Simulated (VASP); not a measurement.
Wanted: the native input for a VASP 6.6.1 run.

| Quantity | Value |
| --- | --- |
| Task | single point |
| Functional | r2SCAN |
| Potentials or basis | VASP PAW PBE potentials, release 64 (Pt) |
| Cutoff | 520 eV |
| k mesh | 15 × 15 × 15 |
| Occupations | fermi-dirac, width 0.1 eV |
| Spin | no spin polarisation |
| Dipole correction | no |
| Further INCAR settings | ALGO = Normal; EDIFF = 1e-06; NBANDS = 11 |

The system is Pt.

```
CELL_PARAMETERS angstrom
0.00000 1.97222 1.97222
1.97222 0.00000 1.97222
1.97222 1.97222 0.00000
ATOMIC_POSITIONS crystal
Pt 0.00000 0.00000 0.00000
```

One way to write it, as run:

POSCAR

```
Pt
1.0
    0.0000000000      1.9722192362      1.9722192362
    1.9722192362      0.0000000000      1.9722192362
    1.9722192362      1.9722192362      0.0000000000
Pt
1
Direct
    0.0000000000      0.0000000000      0.0000000000
```

INCAR.step1

```
PREC = Accurate
ENCUT = 520
ISMEAR = -1
SIGMA = 0.1
LREAL = F
LASPH = T
NELM = 80
NBANDS = 11
GGA = PE
ALGO = Normal
EDIFF = 1E-4
LWAVE = T
LCHARG = F
```

INCAR.step2

```
PREC = Accurate
ENCUT = 520
EDIFF = 1E-6
ISMEAR = -1
SIGMA = 0.1
LREAL = F
LASPH = T
NELM = 80
ALGO = Normal
ISIF = 2
LWAVE = F
LCHARG = T
METAGGA = R2SCAN
LMIXTAU = T
LELF = T
LVHAR = T
NBANDS = 11
ISTART = 1
```

KPOINTS

```
regular mesh
0
Gamma
  15 15 15
```

Potentials or basis: VASP PAW PBE potentials, release 64 (Pt).

Run with:

```bash
$ cat potpaw_PBE.64/Pt/POTCAR > POTCAR
$ cp INCAR.step1 INCAR
$ mpirun -np 1 vasp_std > vasp.out
$ cp INCAR.step2 INCAR
$ mpirun -np 1 vasp_std > vasp.out
```

Results of the run:

* Pressure: 0.2 GPa
* Band gap on the k mesh: zero (bands 5 and 6 overlap by 2.26 eV)

Caveat: the PAW data sets were made with another functional, which shifts forces and pressure a little; spin-orbit coupling is left out, which moves the levels of the heavy elements.

It took 55 s on 1 thread of Intel Xeon 8259CL, with other jobs on the host, peak memory 0.16 GiB.
